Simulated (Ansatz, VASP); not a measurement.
## InSb: VASP beside Ansatz

```
CELL_PARAMETERS angstrom
0.00000 3.26055 3.26055
3.26055 0.00000 3.26055
3.26055 3.26055 0.00000
ATOMIC_POSITIONS crystal
In 0.00000 0.00000 0.00000
Sb 0.75000 0.75000 0.75000
```

Change from the starting cell: volume scaled by 1.02, crystal datasets.

Alike in both runs: task electric field gradients; functional PBE; k mesh 10 × 10 × 10; occupations fermi-dirac, width 0.03 eV; no spin polarisation.

|  | VASP | Ansatz |
| --- | --- | --- |
| version | VASP 6.6.1 | Ansatz 0.2.0 |
| potentials or method | VASP PAW PBE potentials, release 64 (In_d, Sb), cutoff 520 eV | all-electron PAW with datasets made for the crystal, scalar-relativistic |

|  | VASP | Ansatz | Ansatz less VASP |
| --- | --- | --- | --- |
| pressure (GPa) | 2.2 | 2.2 | +0.03 |

Ansatz ran all-electron here, and VASP with PAW potentials.

Spin-orbit coupling is off throughout.
